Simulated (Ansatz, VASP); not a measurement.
Cd: VASP beside Ansatz

```
CELL_PARAMETERS angstrom
2.60392 0.00000 0.00000
-1.30196 2.25506 0.00000
0.00000 0.00000 2.58011
ATOMIC_POSITIONS crystal
Cd 0.00000 0.00000 0.00000
```

Change from the starting cell: volume scaled by 0.6, LAPW.

Alike in both runs: task single point; functional PBE; k mesh 14 × 14 × 13; occupations fermi-dirac, width 0.1 eV; no spin polarisation.

```csv
,VASP,Ansatz
version,VASP 6.6.1,Ansatz 0.2.0
potentials or method,"VASP PAW PBE potentials, release 64 (Cd), cutoff 520 eV","all-electron LAPW, scalar-relativistic"
```

VASP gave:

| Item | Value |
| --- | --- |
| pressure (GPa) | 75.8 |
| traceless stress, the component that is largest in VASP (GPa) | -0.34 |

What did Ansatz give for the same quantities?

Pressure (GPa): 73.2; traceless stress, the component that is largest in VASP (GPa): 0.00.

Both programs put the cell under a high pressure, so it lies far from rest at this level. Ansatz ran all-electron here, and VASP with PAW potentials.

Noted on VASP's run: the cell as given lies far from equilibrium.
